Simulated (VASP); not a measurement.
# HgMo (P4/mmm) in VASP: further runs

HgMo is run at these levels: PBE; tasks: single point, relaxation of cell and atoms.

All numbers are computed with VASP 6.6.1; they aren't measurements. Logs are shortened: lines on timing, memory, paths and dates and some standing lists are left out, and cuts for length are marked.

### 1 The cell of the first run

Symmetry: P4/mmm, No. 123, tetragonal system. Conventional cell: a = 2.806 Å, b = 2.806 Å, c = 4.563 Å, α = 90.00°, β = 90.00°, γ = 90.00°. Within 3.7 Å of Hg (site symmetry 4/mmm) lie 4 Hg at 2.81 Å and 8 Mo at 3.02 Å. Mo (site symmetry 4/mmm) has 4 Mo at 2.81 Å and 8 Hg at 3.02 Å within 3.7 Å.

### 2 Single point, PBE

The input, INCAR:

```
SYSTEM = HgMo
ALGO = Normal
EDIFF = 1E-6
ENCUT = 520
GGA = PE
ISIF = 2
ISMEAR = 0
LASPH = .True.
LCHARG = .False.
LREAL = .False.
LWAVE = .False.
NBANDS = 20
NELM = 80
PREC = Accurate
SIGMA = 0.1
```

The input, KPOINTS:

```
k-points
0
Gamma
  6 6 4
  0 0 0
```

The input, POSCAR:

```
HgMo
1.0
    2.8061828839      0.0000000000      0.0000000000
    0.0000000000      2.8061828839      0.0000000000
    0.0000000000      0.0000000000      4.5634747589
Hg Mo
1 1
Direct
    0.5000000000      0.5000000000      0.5000000000
    0.0000000000      0.0000000000      0.0000000000
```

Potentials or basis: VASP PAW PBE potentials, release 64 (Hg, Mo_sv).

The run is started by

```
$ cat potpaw_PBE.64/Hg/POTCAR potpaw_PBE.64/Mo_sv/POTCAR > POTCAR
$ mpirun -np 1 vasp_std > vasp.out
```

OUTCAR:

```text
SYSTEM = HgMo
   EDIFF = 1E-6
   ENCUT = 520
   GGA = PE
   ISIF = 2
   ISMEAR = 0
   LASPH = .True.
   LREAL = .False.
   NELM = 80
   PREC = Accurate

 ion  position               nearest neighbor table
   1  0.500  0.500  0.500-   2 3.02   2 3.02   2 3.02   2 3.02   2 3.02   2 3.02   2 3.02   2 3.02

   2  0.000  0.000  0.000-   1 3.02   1 3.02   1 3.02   1 3.02   1 3.02   1 3.02   1 3.02   1 3.02

  LATTYP: Found a simple tetragonal cell.
 ALAT       =     2.8061828839
 C/A-ratio  =     1.6262214359

  Lattice vectors:

 A1 = (   2.8061828839,   0.0000000000,   0.0000000000)
 A2 = (   0.0000000000,   2.8061828839,   0.0000000000)
 A3 = (   0.0000000000,   0.0000000000,   4.5634747589)

Analysis of symmetry for initial positions (statically):
=====================================================================
 Subroutine PRICEL returns:
 Original cell was already a primitive cell.

 Routine SETGRP: Setting up the symmetry group for a
 simple tetragonal supercell.

 Subroutine GETGRP returns: Found 16 space group operations
 (whereof 16 operations were pure point group operations)
 out of a pool of 16 trial point group operations.

The static configuration has the point symmetry D_4h.

Analysis of symmetry for dynamics (positions and initial velocities):
=====================================================================
 Subroutine PRICEL returns:
 Original cell was already a primitive cell.

 Routine SETGRP: Setting up the symmetry group for a
 simple tetragonal supercell.

 Subroutine GETGRP returns: Found 16 space group operations
 (whereof 16 operations were pure point group operations)
 out of a pool of 16 trial point group operations.

The dynamic configuration has the point symmetry D_4h.

 Subroutine INISYM returns: Found 16 space group operations
 (whereof 16 operations are pure point group operations),
 and found     1 'primitive' translations

----------------------------------------------------------------------------------------

                                     Primitive cell

  volume of cell :      35.9358

  direct lattice vectors                    reciprocal lattice vectors
     2.806182884  0.000000000  0.000000000     0.356355962  0.000000000  0.000000000
     0.000000000  2.806182884  0.000000000     0.000000000  0.356355962  0.000000000
     0.000000000  0.000000000  4.563474759     0.000000000  0.000000000  0.219131266

  length of vectors
     2.806182884  2.806182884  4.563474759     0.356355962  0.356355962  0.219131266

  position of ions in fractional coordinates (direct lattice)
     0.500000000  0.500000000  0.500000000
     0.000000000  0.000000000  0.000000000

  ion indices of the primitive-cell ions
   primitive index   ion index
                 1           1
                 2           2

----------------------------------------------------------------------------------------

 KPOINTS: k-points

Automatic generation of k-mesh.
 Grid dimensions read from file:
 generate k-points for:    6    6    4

 Generating k-lattice:

  Cartesian coordinates                     Fractional coordinates (reciprocal lattice)
     0.059392660  0.000000000  0.000000000     0.166666667  0.000000000  0.000000000
     0.000000000  0.059392660  0.000000000     0.000000000  0.166666667  0.000000000
     0.000000000  0.000000000  0.054782816     0.000000000  0.000000000  0.250000000

  Length of vectors
     0.059392660  0.059392660  0.054782816

  Shift w.r.t. Gamma in fractional coordinates (k-lattice)
     0.000000000  0.000000000  0.000000000

 Subroutine IBZKPT returns following result:
 ===========================================

 Found     30 irreducible k-points:

 Following reciprocal coordinates:
            Coordinates               Weight
  0.000000  0.000000  0.000000      1.000000
  0.166667  0.000000  0.000000      4.000000
  0.333333  0.000000  0.000000      4.000000
  0.500000  0.000000  0.000000      2.000000
  0.166667  0.166667  0.000000      4.000000
  0.333333  0.166667  0.000000      8.000000
[... 16 lines left out ...]
  0.333333  0.000000  0.500000      4.000000
  0.500000  0.000000  0.500000      2.000000
 [... further k-points ...]
   k-points           NKPTS =     30   k-points in BZ     NKDIM =     30   number of bands    NBANDS=     20
   number of dos      NEDOS =    301   number of ions     NIONS =      2
   total plane-waves  NPLWV =  20736
   dimension x,y,z NGX =    24 NGY =   24 NGZ =   36
   dimension x,y,z NGXF=    48 NGYF=   48 NGZF=   72
   ions per type =               1   1
   NGX,Y,Z   is equivalent  to a cutoff of  14.22, 14.22, 13.11 a.u.
   NGXF,Y,Z  is equivalent  to a cutoff of  28.44, 28.44, 26.23 a.u.
 SYSTEM =  HgMo
   PREC   = accura    normal or accurate (medium, high low for compatibility)
   ISTART =      0    job   : 0-new  1-cont  2-samecut
   ICHARG =      2    charge: 1-file 2-atom 10-const
   ISPIN  =      1    spin polarized calculation?
   LNONCOLLINEAR =      F non collinear calculations
   LSORBIT =      F    spin-orbit coupling
   LASPH  =      T    aspherical Exc in radial PAW
   ENCUT  =  520.0 eV  38.22 Ry    6.18 a.u.   5.22  5.22  8.49*2*pi/ulx,y,z
   NELM   =     80;   NELMIN=  2; NELMDL= -5     # of ELM steps
   EDIFF  = 0.1E-05   stopping-criterion for ELM
   LREAL  =      F    real-space projection
   EDIFFG = 0.1E-04   stopping-criterion for IOM
   NSW    =      0    number of steps for IOM
   IBRION =     -1    ionic relax: 0-MD 1-quasi-New 2-CG
   NFREE  =      0    steps in history (QN), initial steepest desc. (CG)
   ISIF   =      2    stress and relaxation
   ISYM   =      2    0-nonsym 1-usesym 2-fastsym
   POTIM  = 0.5000    time-step for ionic-motion
   TEBEG  =    0.0;   TEEND  =   0.0 temperature during run
   PSTRESS=    0.0 pullay stress
   NELECT =      26.0000    total number of electrons
   NUPDOWN=      -1.0000    fix difference up-down
   EMIN   =  10.00;   EMAX   =-10.00  energy-range for DOS
   EFERMI =   0.00;   METHOD = LEGACY
   ISMEAR =     0;   SIGMA  =   0.10  broadening in eV -4-tet -1-fermi 0-gaus
   EFERMI_NEDOS =   21; number of points for ismear=-14 and -15
   IALGO  =     38    algorithm
   IMIX   =      4    mixing-type and parameters
     AMIX     =   0.40;   BMIX     =  1.00
     AMIX_MAG =   1.60;   BMIX_MAG =  1.00
  volume/ion in A,a.u.               =      17.97       121.25
  Fermi-wavevector in a.u.,A,eV,Ry     =   1.469682  2.777297 29.388116  2.159966
  Thomas-Fermi vector in A             =   2.585030
   LORBIT       =      0    0 simple, 1 ext, 2 COOP (PROOUT), +10 PAW based schemes
   GGA     = PE    functional components
   LHFCALC =     F    Hartree Fock is set to
   AEXX    =    0.0000 exact exchange contribution
   IVDW    =     0    specifies the selected vdW correction
   LEPSILON=     F    determine dielectric tensor
   LRPA    =     F    only Hartree local field effects (RPA)
 non-spin polarized calculation
 Gauss-broadening in eV      SIGMA  =   0.10
  energy-cutoff  :      520.00
  volume of cell :       35.94
 maximum number of plane-waves:       992
 NGX is ok and might be reduce to    24
   NGX = 11   NGY = 11   NGZ = 17

 number of electron      26.0000003 magnetization

 Free energy of the ion-electron system (eV)
  ---------------------------------------------------
  ext. energy  EPLUGINS =         0.00000000
  ---------------------------------------------------
  free energy    TOTEN  =        -9.78420508 eV

  energy without entropy =       -9.77369744  energy(sigma->0) =       -9.77895126

 E-fermi :   8.2326     XC(G=0): -12.5222

 val. band max:        8.2076876678   @ k =   0.5000   0.0000   0.0000
 cond. band min:       8.2394629087   @ k =   0.3333   0.3333   0.5000
 fundamental gap:      0.0317752409
 Fermi energy:         8.2326016879

 k-point     1 :       0.0000    0.0000    0.0000
  band No.  band energies     occupation
      1     -53.3047      2.00000
      2     -27.4037      2.00000
      3     -26.9696      2.00000
      4     -26.9696      2.00000
      5      -2.2017      2.00000
      6      -1.3417      2.00000
[... 12 lines left out ...]
     19      18.7102      0.00000
     20      21.3891      0.00000

 k-point     2 :       0.1667    0.0000    0.0000
  band No.  band energies     occupation
      1     -53.2844      2.00000
      2     -27.3831      2.00000
      3     -27.1608      2.00000
      4     -26.9534      2.00000
      5      -1.6554      2.00000
      6      -0.8809      2.00000
[... 12 lines left out ...]
     19      19.9603      0.00000
     20      22.0525      0.00000

 k-point     3 :       0.3333    0.0000    0.0000
  band No.  band energies     occupation
      1     -53.2435      2.00000
      2     -27.5302      2.00000
      3     -27.3415      2.00000
      4     -26.9208      2.00000
      5      -1.1492      2.00000
      6      -0.1137      2.00000
[... 12 lines left out ...]
     19      19.8194      0.00000
     20      20.6317      0.00000

 k-point     4 :       0.5000    0.0000    0.0000
  band No.  band energies     occupation
      1     -53.2229      2.00000
      2     -27.7090      2.00000
      3     -27.3206      2.00000
      4     -26.9044      2.00000
      5      -0.9812      2.00000
      6      -0.4197      2.00000
[... 12 lines left out ...]
     19      17.5376      0.00000
     20      17.9124      0.00000

 k-point     5 :       0.1667    0.1667    0.0000
  band No.  band energies     occupation
      1     -53.2643      2.00000
      2     -27.3624      2.00000
      3     -27.1494      2.00000
      4     -27.1352      2.00000
      5      -0.9117      2.00000
      6      -0.6598      2.00000
[... 12 lines left out ...]
     19      17.4653      0.00000
     20      22.9627      0.00000
[... 353 lines left out ...]
      6      -1.3010      2.00000
[... 12 lines left out ...]
     19      21.9238      0.00000
     20      21.9346      0.00000

 k-point    22 :       0.1667    0.0000    0.5000
  band No.  band energies     occupation
      1     -53.2842      2.00000
      2     -27.3903      2.00000
      3     -27.1603      2.00000
      4     -26.9537      2.00000
      5      -1.3652      2.00000
      6      -0.6725      2.00000
[... 12 lines left out ...]
     19      20.0975      0.00000
     20      21.5229      0.00000

 k-point    23 :       0.3333    0.0000    0.5000
  band No.  band energies     occupation
      1     -53.2435      2.00000
      2     -27.5279      2.00000
      3     -27.3442      2.00000
      4     -26.9207      2.00000
      5      -1.1806      2.00000
      6      -0.4901      2.00000
[... 12 lines left out ...]
     19      20.1026      0.00000
     20      20.4336      0.00000

 k-point    24 :       0.5000    0.0000    0.5000
  band No.  band energies     occupation
      1     -53.2230      2.00000
      2     -27.7060      2.00000
      3     -27.3209      2.00000
      4     -26.9041      2.00000
      5      -1.1019      2.00000
      6      -0.8264      2.00000
[... 12 lines left out ...]
     19      19.2731      0.00000
     20      20.4270      0.00000

 [... further k-points ...]

------------------------ aborting loop because EDIFF is reached ----------------------------------------

  FORCE on cell =-STRESS in cart. coord.  units (eV):
  Direction    XX          YY          ZZ          XY          YZ          ZX
  --------------------------------------------------------------------------------------
  -------------------------------------------------------------------------------------
  Total        0.2175831      0.2175831      0.2353679      0.0000000      0.0000000     -0.0000000
  in kB        9.7008120      9.7008120     10.4937362      0.0000000      0.0000000     -0.0000000
  external PRESSURE =       9.9651200 kB  Pullay stress =       0.0000000 kB

 VOLUME and BASIS-vectors are now :
 -----------------------------------------------------------------------------
  energy-cutoff  :      520.00
  volume of cell :       35.94
      direct lattice vectors                 reciprocal lattice vectors
     2.806182884  0.000000000  0.000000000     0.356355962  0.000000000  0.000000000
     0.000000000  2.806182884  0.000000000     0.000000000  0.356355962  0.000000000
     0.000000000  0.000000000  4.563474759     0.000000000  0.000000000  0.219131266

 POSITION                                       TOTAL-FORCE (eV/Angst)
 -----------------------------------------------------------------------------------
      1.40309      1.40309      2.28174         0.000000      0.000000      0.000000
      0.00000      0.00000      0.00000         0.000000      0.000000      0.000000
 -----------------------------------------------------------------------------------
    total drift:                                0.000000      0.000000     -0.000000

  FREE ENERGIE OF THE ION-ELECTRON SYSTEM (eV)
  ---------------------------------------------------
  free  energy   TOTEN  =        -9.7842050781 eV

  energy  without entropy=       -9.7736974425  energy(sigma->0) =       -9.77895126
```

It took 8.4 s on 1 thread of Intel Xeon 6975P-C (Granite Rapids), shared host; peak memory 0.16 GiB.

Results:

```
Free energy            : -9.7842 eV
Pressure               : 1.0 GPa
Band gap on the k mesh : zero (band 13 reaches 8.86 eV, above the bottom of band 14 at 7.91 eV)
```

Caveat: the k points lie up to 0.37 Å⁻¹ apart; spin-orbit coupling is left out, which moves the levels of the heavy elements.

### 3 Relaxation of cell and atoms, PBE

This run uses another cell than the first one, of 20.83 Å³/atom, 1.159 times its volume.

The input, INCAR:

```
SYSTEM = HgMo
  PREC = Accurate
  ENCUT = 600
  EDIFF = 1E-7
  ISMEAR = 0
  SIGMA = 0.1
  LREAL = .False.
  LASPH = .True.
  NELM = 100
  ALGO = Normal
  ISIF = 3
  LWAVE = .False.
  LCHARG = .False.
  GGA = PE
  IBRION = 2
  NSW = 90
  EDIFFG = -0.04
```

The input, KPOINTS:

```
regular mesh
0
Gamma
  6 6 4
  0 0 0
```

The input, POSCAR:

```
HgMo
1.0
    3.1674895167      0.0000000000      0.0000000000
    0.0000000000      3.1674895167      0.0000000000
    0.0000000000      0.0000000000      4.1516737593
Hg Mo
1 1
Direct
    0.5000000000      0.5000000000      0.5000000000
    0.0000000000      0.0000000000      0.0000000000
```

Potentials or basis: VASP PAW PBE potentials, release 64 (Hg, Mo_sv).

The run is started by

```
$ cat potpaw_PBE.64/Hg/POTCAR potpaw_PBE.64/Mo_sv/POTCAR > POTCAR
$ mpirun -np 1 vasp_std > vasp.out
```

It took 1.9 min on 1 thread of Intel Xeon 6975P-C (Granite Rapids), shared host; peak memory 0.2 GiB.

The run converged. Its results:

| Quantity | Value |
| --- | --- |
| Free energy | -9.7856 eV |
| Relaxed volume | 18.07 Å³/atom |
| Relaxed cell | a = 2.807 Å, b = 2.807 Å, c = 4.587 Å, α = 90.00°, β = 90.00°, γ = 90.00° |
| Space group after relaxing (to 0.05 Å) | P4/mmm (No. 123) |
| Energy gained by relaxing | 289.7 meV/atom |
| Ionic steps | 11 |
| Pressure after relaxing | 0.2 GPa |
| Band gap on the k mesh | zero (band 13 reaches 8.78 eV, above the bottom of band 14 at 7.84 eV) |

Stress tensor (GPa, compression positive):
```
 0.33  0.00  0.00
 0.00  0.33  0.00
 0.00  0.00 -0.06
```

Step by step:
```
step  energy change (eV)  largest force (eV/Å)  pressure (GPa)  volume (Å³)
   1              0.0000                0.0000          -16.33        41.65
   2              0.2868                0.0000           46.04        30.10
   3             -0.3724                0.0000            0.11        35.94
   4             -0.3731                0.0000            0.85        35.78
   5             -0.4563                0.0000            1.89        35.59
   6             -0.5323                0.0000            8.57        34.61
   7             -0.5540                0.0000            5.09        35.04
   8             -0.5554                0.0000            6.07        34.90
   9             -0.5716                0.0000           -2.18        36.78
  10             -0.5786                0.0000            0.54        36.09
  11             -0.5794                0.0000            0.20        36.13
```

Final structure:
```
Hg Mo
1.0
     2.80660    0.00000    0.00000
     0.00000    2.80660    0.00000
     0.00000    0.00000    4.58732
Hg Mo
1 1
Direct
  0.50000 0.50000 0.50000
  0.00000 0.00000 0.00000
```

Levels at points of the mesh, in eV from the Fermi level:
| k point | band 11 | band 12 | band 13 | band 14 | band 15 | band 16 |
| --- | --- | --- | --- | --- | --- | --- |
| (0.00, 0.00, 0.00) | -3.35 | -3.03 | -1.00 | 1.14 | 1.14 | 2.28 |
| (0.50, 0.00, 0.00) | -3.63 | -2.76 | -2.67 | -0.01 | 1.16 | 3.94 |
| (0.50, 0.50, 0.00) | -0.83 | -0.83 | 0.62 | 0.97 | 0.97 | 3.88 |
| (0.00, 0.00, 0.50) | -5.97 | -3.49 | -2.11 | 0.59 | 0.59 | 2.26 |
| (0.50, 0.00, 0.50) | -2.75 | -2.27 | -0.67 | 0.23 | 0.73 | 1.34 |
| (0.50, 0.50, 0.50) | -3.05 | -3.05 | 0.15 | 2.34 | 3.88 | 5.13 |

Caveat: the k points lie up to 0.37 Å⁻¹ apart in the final cell; spin-orbit coupling is left out, which moves the levels of the heavy elements.

### 4 Single point, PBE

The input, INCAR:

```
SYSTEM = HgMo
ALGO = Normal
EDIFF = 1E-6
ENCUT = 500
GGA = PE
GGA_COMPAT = .False.
ISIF = 2
ISMEAR = 0
LASPH = .True.
LCHARG = .False.
LREAL = .False.
LWAVE = .False.
NBANDS = 24
NELM = 120
PREC = Accurate
SIGMA = 0.1
```

The input, KPOINTS:

```
k-points
0
Gamma
  6 6 4
  0 0 0
```

The input, POSCAR:

```
HgMo
1.0
    2.8061828839      0.0000000000      0.0000000000
    0.0000000000      2.8061828839      0.0000000000
    0.0000000000      0.0000000000      4.5634747589
Hg Mo
1 1
Direct
    0.5000000000      0.5000000000      0.5000000000
    0.0000000000      0.0000000000      0.0000000000
```

Potentials or basis: VASP PAW PBE potentials, release 64 (Hg_sv_GW, Mo_sv).

The run is started by

```
$ cat potpaw_PBE.64/Hg_sv_GW/POTCAR potpaw_PBE.64/Mo_sv/POTCAR > POTCAR
$ mpirun -np 1 vasp_std > vasp.out
```

Wall time 20 s (1 thread of Intel Xeon Platinum 8375C at 2.90GHz (Ice Lake), shared host); peak memory 0.17 GiB.

It converged, with:

* Free energy: -9.8254 eV
* Pressure: -0.7 GPa
* Band gap on the k mesh: zero (band 17 reaches 10.99 eV, above the bottom of band 18 at 10.03 eV)

Stress tensor (GPa, compression positive):
```
-0.72  0.00  0.00
 0.00 -0.72  0.00
 0.00  0.00 -0.57
```

Levels at points of the mesh, in eV from the Fermi level:
| k point | band 15 | band 16 | band 17 | band 18 | band 19 | band 20 |
| --- | --- | --- | --- | --- | --- | --- |
| (0.00, 0.00, 0.00) | -3.35 | -3.01 | -0.95 | 1.15 | 1.15 | 2.29 |
| (0.50, 0.00, 0.00) | -3.65 | -2.77 | -2.68 | -0.03 | 1.15 | 3.97 |
| (0.50, 0.50, 0.00) | -0.80 | -0.80 | 0.64 | 0.94 | 0.94 | 3.89 |
| (0.00, 0.00, 0.50) | -5.97 | -3.50 | -2.11 | 0.57 | 0.57 | 2.26 |
| (0.50, 0.00, 0.50) | -2.74 | -2.27 | -0.69 | 0.24 | 0.76 | 1.34 |
| (0.50, 0.50, 0.50) | -3.08 | -3.08 | 0.12 | 2.34 | 3.89 | 5.14 |

Caveat: the k points lie up to 0.37 Å⁻¹ apart; spin-orbit coupling is left out, which moves the levels of the heavy elements.

### 5 The runs side by side

```tsv
task	potentials or basis	cell	cutoff (eV)	second run	gap on the mesh (eV)	pressure (GPa)
single point	VASP PAW PBE potentials, release 64 (Hg, Mo_sv)	a = 2.806, b = 2.806, c = 4.563 Å, 2 atoms	520	-	none	1.0
relaxation of cell and atoms	VASP PAW PBE potentials, release 64 (Hg, Mo_sv)	relaxed from a = 3.167, b = 3.167, c = 4.152 Å, 2 atoms	600	-	none	0.2
single point	VASP PAW PBE potentials, release 64 (Hg_sv_GW, Mo_sv)	a = 2.806, b = 2.806, c = 4.563 Å, 2 atoms	500	valence_matched	none	-0.7
```

Alike in all rows: level PBE; no spin polarisation; k mesh 6 × 6 × 4; smearing gaussian 0.1 eV.

Caveats: all runs use coarse meshes; spin-orbit coupling is left out, which moves the levels of the heavy elements.

Total energies depend on the potentials used, so only differences within one code and one set of settings carry meaning.
